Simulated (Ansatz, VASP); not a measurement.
**CdF2: VASP beside Ansatz**

```xyz
3
Lattice="0.0000 2.6940 2.6940 2.6940 0.0000 2.6940 2.6940 2.6940 0.0000" Properties=species:S:1:pos:R:3 pbc="T T T"
Cd    0.0000   -0.1000    0.0000
F     1.3470    1.3470    1.3470
F     4.0410    4.0410    4.0410
```

Change from the starting cell: all Cd atoms moved -0.100 Å, as atom 1 along Cartesian [0 1 0].

Alike in both runs: task single point; functional PBE; k mesh 8 × 8 × 8; occupations gaussian, width 0.05 eV; no spin polarisation.

|  | VASP | Ansatz |
| --- | --- | --- |
| version | VASP 6.6.1 | Ansatz 0.2.0 |
| potentials or method | VASP PAW PBE potentials, release 64 (Cd, F), cutoff 520 eV | scalar-relativistic, plane waves, PAW |
| valence electrons in the cell | 26 | 34 |

```csv
,VASP,Ansatz,Ansatz less VASP
gap on the k mesh at the Fermi level (eV),3.06,3.09,+0.034
least direct gap on the mesh (eV),3.57,3.60,+0.031
pressure (GPa),6.8,6.0,-0.77
"traceless stress, the component that is largest in VASP (GPa)",-0.33,-0.29,+0.040
rms of the force components (eV/Å),0.241,0.218,-0.0233
```

Atom by atom the forces differ by 0.023 eV/Å (rms over components). VASP's potentials hold 26 valence electrons a cell and Ansatz's 34, so a difference there can come from the potentials and not from the codes.
